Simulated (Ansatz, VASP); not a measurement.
# BaTiO3 in VASP and in Ansatz

Contents of INCAR:

```
ALGO     = Normal         # electronic algorithm
EDIFF    = 1E-6           # SCF threshold, eV
ENCUT    = 520            # plane-wave cutoff, eV
GGA      = PE             # functional
ISIF     = 2              # what is computed and relaxed
ISMEAR   = 0              # smearing method
LASPH    = T              # aspherical terms in the spheres
LCHARG   = T              # write CHGCAR
LELF     = T              # ELF
LREAL    = F              # projectors in reciprocal space
LVHAR    = T            
LWAVE    = F              # write WAVECAR
NBANDS   = 28             # bands
NELM     = 80             # most SCF steps
PREC     = Accurate       # precision mode
SIGMA    = 0.05           # smearing width, eV
```

The input KPOINTS:

```
k-points
0
Gamma
  8 8 8
```

POSCAR

```
BaTiO3
1.0
    3.6976933126      0.0000000000      0.0000000000
    0.0000000000      3.6976933126      0.0000000000
    0.0000000000      0.0000000000      4.0192813204
Ba Ti O
1 1 3
Direct
    0.0000000000      0.0000000000      0.0000000000
    0.5000000000      0.5000000000      0.5000000000
    0.5000000000      0.5000000000      0.0000000000
    0.5000000000      0.0000000000      0.5000000000
    0.0000000000      0.5000000000      0.5000000000
```

Input for Ansatz:

```yaml
crystal:
  lattice:
    - [3.6976933126, 0.0, 0.0]
    - [0.0, 3.6976933126, 0.0]
    - [0.0, 0.0, 4.0192813204]
  atoms:
    - { symbol: Ba, position: [0.0, 0.0, 0.0] }
    - { symbol: Ti, position: [0.5, 0.5, 0.5] }
    - { symbol: O, position: [0.5, 0.5, 0.0] }
    - { symbol: O, position: [0.5, 0.0, 0.5] }
    - { symbol: O, position: [0.0, 0.5, 0.5] }
basis:
  ecutwfc: 420
kpoints:
  mp_grid: { grid: [8, 8, 8] }
hamiltonian:
  xc: pbe
scf:
  occupations: { method: gaussian, width: 0.05 }
output:
  forces: true
  stress: true
  eigenvalues: true
```

Change from the starting cell: strain -0.080 along x and y, +0.000 along z, atoms carried along.

Alike in both runs: task single point; functional PBE; k mesh 8 × 8 × 8; occupations gaussian, width 0.05 eV; no spin polarisation.

|  | VASP | Ansatz |
| --- | --- | --- |
| version | VASP 6.6.1 | Ansatz 0.2.0 |
| potentials or method | VASP PAW PBE potentials, release 64 (Ba_sv, Ti_sv, O), cutoff 520 eV | scalar-relativistic, plane waves, PAW |
| valence electrons in the cell | 40 | 40 |

|  | VASP | Ansatz | Ansatz less VASP |
| --- | --- | --- | --- |
| gap on the k mesh at the Fermi level (eV) | 1.81 | 1.89 | +0.081 |
| least direct gap on the mesh (eV) | 1.86 | 1.90 | +0.044 |
| pressure (GPa) | 45.2 | 42.0 | -3.23 |
| traceless stress, the component that is largest in VASP (GPa) | -20.24 | -19.61 | +0.630 |

Both programs put the cell under a high pressure, so it lies far from rest at this level. With one functional, cell and mesh, what is left measures potentials, basis and numerics.

Neither program's run includes spin-orbit coupling.
